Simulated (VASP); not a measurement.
# ScBPt3 (Pm-3m) in VASP: single point with PBE

Aim: the single point of ScBPt3 with PBE.

Program: VASP 6.6.1. These are calculated values, not measurements. Logs are shortened: lines on timing, memory, paths and dates and some standing lists are left out, and cuts for length are marked.

## (1) The cell of the first run

The structure is cubic, space group Pm-3m (No. 221). The conventional cell has a = 4.255 Å, b = 4.255 Å, c = 4.255 Å, α = 90.00°, β = 90.00°, γ = 90.00°. Sc (site symmetry m-3m) has 12 Pt at 3.01 Å and 8 B at 3.68 Å within 4.0 Å. B (site symmetry m-3m) has 6 Pt at 2.13 Å within 2.8 Å. Pt (site symmetry 4/mmm) has 2 B at 2.13 Å within 2.8 Å.

## (2) Single point, PBE

The input, INCAR:

```
PREC = Accurate
ENCUT = 520
EDIFF = 1E-6
ISMEAR = 0
SIGMA = 0.15
LREAL = False
LASPH = True
NELM = 80
ALGO = Fast
ISIF = 2
LWAVE = False
LCHARG = False
GGA = PE
NBANDS = 30
```

The input, KPOINTS:

```
Automatic mesh
0
Gamma
  12 12 12
```

The input, POSCAR:

```
ScBPt3
1.0
    4.2545356034      0.0000000000      0.0000000000
    0.0000000000      4.2545356034      0.0000000000
    0.0000000000      0.0000000000      4.2545356034
Sc B Pt
1 1 3
Direct
    0.0000000000      0.0000000000      0.0000000000
    0.5000000000      0.5000000000      0.5000000000
    0.0000000000      0.5000000000      0.5000000000
    0.5000000000      0.5000000000      0.0000000000
    0.5000000000      0.0000000000      0.5000000000
```

Potentials or basis: VASP PAW PBE potentials, release 64 (Sc_sv, B, Pt).

Started as:

```sh
> cat potpaw_PBE.64/Sc_sv/POTCAR potpaw_PBE.64/B/POTCAR potpaw_PBE.64/Pt/POTCAR > POTCAR
> mpirun -np 1 vasp_std > vasp.out
```

OUTCAR:

```text
PREC = Accurate
   ENCUT = 520
   EDIFF = 1E-6
   ISMEAR = 0
   LREAL = False
   LASPH = True
   NELM = 80
   ISIF = 2
   GGA = PE

 ion  position               nearest neighbor table
   1  0.000  0.000  0.000-   3 3.01   4 3.01   5 3.01   3 3.01   5 3.01   3 3.01   4 3.01   3 3.01
                             4 3.01   5 3.01   5 3.01   4 3.01
   2  0.500  0.500  0.500-   3 2.13   4 2.13   5 2.13   4 2.13   5 2.13   3 2.13
   3  0.000  0.500  0.500-   2 2.13   2 2.13   4 3.01   5 3.01   1 3.01   4 3.01   1 3.01   5 3.01
                             1 3.01   1 3.01   4 3.01   5 3.01   4 3.01   5 3.01
   4  0.500  0.500  0.000-   2 2.13   2 2.13   3 3.01   5 3.01   1 3.01   3 3.01   5 3.01   1 3.01
                             5 3.01   5 3.01   1 3.01   3 3.01   3 3.01   1 3.01
   5  0.500  0.000  0.500-   2 2.13   2 2.13   3 3.01   4 3.01   1 3.01   4 3.01   1 3.01   3 3.01
                             4 3.01   4 3.01   1 3.01   3 3.01   1 3.01   3 3.01

  LATTYP: Found a simple cubic cell.
 ALAT       =     4.2545356034

  Lattice vectors:

 A1 = (   4.2545356034,   0.0000000000,   0.0000000000)
 A2 = (   0.0000000000,   4.2545356034,   0.0000000000)
 A3 = (   0.0000000000,   0.0000000000,   4.2545356034)

Analysis of symmetry for initial positions (statically):
=====================================================================
 Subroutine PRICEL returns:
 Original cell was already a primitive cell.

 Routine SETGRP: Setting up the symmetry group for a
 simple cubic supercell.

 Subroutine GETGRP returns: Found 48 space group operations
 (whereof 48 operations were pure point group operations)
 out of a pool of 48 trial point group operations.

The static configuration has the point symmetry O_h .

Analysis of symmetry for dynamics (positions and initial velocities):
=====================================================================
 Subroutine PRICEL returns:
 Original cell was already a primitive cell.

 Routine SETGRP: Setting up the symmetry group for a
 simple cubic supercell.

 Subroutine GETGRP returns: Found 48 space group operations
 (whereof 48 operations were pure point group operations)
 out of a pool of 48 trial point group operations.

The dynamic configuration has the point symmetry O_h .

 Subroutine INISYM returns: Found 48 space group operations
 (whereof 48 operations are pure point group operations),
 and found     1 'primitive' translations

----------------------------------------------------------------------------------------

                                     Primitive cell

  volume of cell :      77.0117

  direct lattice vectors                    reciprocal lattice vectors
     4.254535603  0.000000000  0.000000000     0.235043279  0.000000000  0.000000000
     0.000000000  4.254535603  0.000000000     0.000000000  0.235043279  0.000000000
     0.000000000  0.000000000  4.254535603     0.000000000  0.000000000  0.235043279

  length of vectors
     4.254535603  4.254535603  4.254535603     0.235043279  0.235043279  0.235043279

  position of ions in fractional coordinates (direct lattice)
     0.000000000  0.000000000  0.000000000
     0.500000000  0.500000000  0.500000000
     0.000000000  0.500000000  0.500000000
     0.500000000  0.500000000  0.000000000
     0.500000000  0.000000000  0.500000000

  ion indices of the primitive-cell ions
   primitive index   ion index
                 1           1
                 2           2
                 3           3
                 4           4
                 5           5

----------------------------------------------------------------------------------------

 KPOINTS: Automatic mesh

Automatic generation of k-mesh.
 Grid dimensions read from file:
 generate k-points for:   12   12   12

 Generating k-lattice:

  Cartesian coordinates                     Fractional coordinates (reciprocal lattice)
     0.019586940  0.000000000  0.000000000     0.083333333  0.000000000  0.000000000
     0.000000000  0.019586940  0.000000000     0.000000000  0.083333333  0.000000000
     0.000000000  0.000000000  0.019586940     0.000000000  0.000000000  0.083333333

  Length of vectors
     0.019586940  0.019586940  0.019586940

  Shift w.r.t. Gamma in fractional coordinates (k-lattice)
     0.000000000  0.000000000  0.000000000

 Subroutine IBZKPT returns following result:
 ===========================================

 Found     84 irreducible k-points:

 Following reciprocal coordinates:
            Coordinates               Weight
  0.000000  0.000000  0.000000      1.000000
  0.083333  0.000000  0.000000      6.000000
  0.166667  0.000000  0.000000      6.000000
  0.250000  0.000000  0.000000      6.000000
  0.333333  0.000000  0.000000      6.000000
  0.416667  0.000000  0.000000      6.000000
[... 16 lines left out ...]
  0.333333  0.333333  0.000000     12.000000
  0.416667  0.333333  0.000000     24.000000
 [... further k-points ...]
   k-points           NKPTS =     84   k-points in BZ     NKDIM =     84   number of bands    NBANDS=     30
   number of dos      NEDOS =    301   number of ions     NIONS =      5
   total plane-waves  NPLWV =  32768
   dimension x,y,z NGX =    32 NGY =   32 NGZ =   32
   dimension x,y,z NGXF=    64 NGYF=   64 NGZF=   64
   ions per type =               1   1   3
   NGX,Y,Z   is equivalent  to a cutoff of  12.50, 12.50, 12.50 a.u.
   NGXF,Y,Z  is equivalent  to a cutoff of  25.01, 25.01, 25.01 a.u.
 SYSTEM =  unknown system
   PREC   = accura    normal or accurate (medium, high low for compatibility)
   ISTART =      0    job   : 0-new  1-cont  2-samecut
   ICHARG =      2    charge: 1-file 2-atom 10-const
   ISPIN  =      1    spin polarized calculation?
   LNONCOLLINEAR =      F non collinear calculations
   LSORBIT =      F    spin-orbit coupling
   LASPH  =      T    aspherical Exc in radial PAW
   ENCUT  =  520.0 eV  38.22 Ry    6.18 a.u.   7.91  7.91  7.91*2*pi/ulx,y,z
   NELM   =     80;   NELMIN=  2; NELMDL= -5     # of ELM steps
   EDIFF  = 0.1E-05   stopping-criterion for ELM
   LREAL  =      F    real-space projection
   EDIFFG = 0.1E-04   stopping-criterion for IOM
   NSW    =      0    number of steps for IOM
   IBRION =     -1    ionic relax: 0-MD 1-quasi-New 2-CG
   NFREE  =      0    steps in history (QN), initial steepest desc. (CG)
   ISIF   =      2    stress and relaxation
   ISYM   =      2    0-nonsym 1-usesym 2-fastsym
   POTIM  = 0.5000    time-step for ionic-motion
   TEBEG  =    0.0;   TEEND  =   0.0 temperature during run
   PSTRESS=    0.0 pullay stress
   NELECT =      44.0000    total number of electrons
   NUPDOWN=      -1.0000    fix difference up-down
   EMIN   =  10.00;   EMAX   =-10.00  energy-range for DOS
   EFERMI =   0.00;   METHOD = LEGACY
   ISMEAR =     0;   SIGMA  =   0.15  broadening in eV -4-tet -1-fermi 0-gaus
   EFERMI_NEDOS =   21; number of points for ismear=-14 and -15
   IALGO  =     68    algorithm
   IMIX   =      4    mixing-type and parameters
     AMIX     =   0.40;   BMIX     =  1.00
     AMIX_MAG =   1.60;   BMIX_MAG =  1.00
  volume/ion in A,a.u.               =      15.40       103.94
  Fermi-wavevector in a.u.,A,eV,Ry     =   1.358439  2.567078 25.107610  1.845357
  Thomas-Fermi vector in A             =   2.485272
   LORBIT       =      0    0 simple, 1 ext, 2 COOP (PROOUT), +10 PAW based schemes
   GGA     = PE    functional components
   LHFCALC =     F    Hartree Fock is set to
   AEXX    =    0.0000 exact exchange contribution
   IVDW    =     0    specifies the selected vdW correction
   LEPSILON=     F    determine dielectric tensor
   LRPA    =     F    only Hartree local field effects (RPA)
 non-spin polarized calculation
 RMM-DIIS sequential band-by-band and
 Gauss-broadening in eV      SIGMA  =   0.15
  energy-cutoff  :      520.00
  volume of cell :       77.01
 maximum number of plane-waves:      2103
 NGX is ok and might be reduce to    32
   NGX = 15   NGY = 15   NGZ = 15

 number of electron      44.0000014 magnetization

 Free energy of the ion-electron system (eV)
  ---------------------------------------------------
  ext. energy  EPLUGINS =         0.00000000
  ---------------------------------------------------
  free energy    TOTEN  =       -34.45347332 eV

  energy without entropy =      -34.41815039  energy(sigma->0) =      -34.43581185

 E-fermi :   8.8120     XC(G=0): -12.1942

 val. band max:        8.8101059141   @ k =   0.5000   0.4167   0.3333
 cond. band min:       8.8120733288   @ k =   0.3333   0.1667   0.1667
 fundamental gap:      0.0019674147
 Fermi energy:         8.8119550237

 k-point     1 :       0.0000    0.0000    0.0000
  band No.  band energies     occupation
      1     -41.9645      2.00000
      2     -20.5354      2.00000
      3     -20.5354      2.00000
      4     -20.5354      2.00000
      5      -3.2571      2.00000
      6       1.7175      2.00000
[... 22 lines left out ...]
     29      13.7963      0.00000
     30      13.7970      0.00000

 k-point     2 :       0.0833    0.0000    0.0000
  band No.  band energies     occupation
      1     -41.9645      2.00000
      2     -20.5366      2.00000
      3     -20.5355      2.00000
      4     -20.5355      2.00000
      5      -3.2009      2.00000
      6       1.7723      2.00000
[... 22 lines left out ...]
     29      13.4816      0.00000
     30      13.9423      0.00000

 k-point     3 :       0.1667    0.0000    0.0000
  band No.  band energies     occupation
      1     -41.9643      2.00000
      2     -20.5399      2.00000
      3     -20.5358      2.00000
      4     -20.5358      2.00000
      5      -3.0371      2.00000
      6       1.9297      2.00000
[... 682 lines left out ...]
     29      11.9535      0.00000
     30      13.6342      0.00000

 k-point    24 :       0.4167    0.3333    0.0000
  band No.  band energies     occupation
      1     -41.9634      2.00000
      2     -20.5495      2.00000
      3     -20.5463      2.00000
      4     -20.5381      2.00000
      5      -1.3885      2.00000
      6       1.4647      2.00000
[... 22 lines left out ...]
     29      11.8687      0.00000
     30      13.6480      0.00000

 [... further k-points ...]

------------------------ aborting loop because EDIFF is reached ----------------------------------------

  FORCE on cell =-STRESS in cart. coord.  units (eV):
  Direction    XX          YY          ZZ          XY          YZ          ZX
  --------------------------------------------------------------------------------------
  -------------------------------------------------------------------------------------
  Total        0.0075381      0.0075381      0.0075381      0.0000000      0.0000000      0.0000000
  in kB        0.1568246      0.1568246      0.1568246      0.0000000      0.0000000      0.0000000
  external PRESSURE =       0.1568246 kB  Pullay stress =       0.0000000 kB

 VOLUME and BASIS-vectors are now :
 -----------------------------------------------------------------------------
  energy-cutoff  :      520.00
  volume of cell :       77.01
      direct lattice vectors                 reciprocal lattice vectors
     4.254535603  0.000000000  0.000000000     0.235043279  0.000000000  0.000000000
     0.000000000  4.254535603  0.000000000     0.000000000  0.235043279  0.000000000
     0.000000000  0.000000000  4.254535603     0.000000000  0.000000000  0.235043279

 POSITION                                       TOTAL-FORCE (eV/Angst)
 -----------------------------------------------------------------------------------
      0.00000      0.00000      0.00000         0.000000      0.000000      0.000000
      2.12727      2.12727      2.12727         0.000000      0.000000      0.000000
      0.00000      2.12727      2.12727         0.000000      0.000000      0.000000
      2.12727      2.12727      0.00000         0.000000      0.000000      0.000000
      2.12727      0.00000      2.12727         0.000000      0.000000      0.000000
 -----------------------------------------------------------------------------------
    total drift:                                0.000000     -0.000000     -0.000000

  FREE ENERGIE OF THE ION-ELECTRON SYSTEM (eV)
  ---------------------------------------------------
  free  energy   TOTEN  =       -34.4534733171 eV

  energy  without entropy=      -34.4181503906  energy(sigma->0) =      -34.43581185
```

Wall time 3.6 min (1 thread of AMD EPYC 7R43 (Zen 3), shared host); peak memory 0.28 GiB.

What came out:

- Free energy: -34.4535 eV
- Pressure: 0.0 GPa
- Band gap on the k mesh: zero (bands 22 and 23 overlap by 1.33 eV)

Caveat: spin-orbit coupling is left out, which moves the levels of the heavy elements.
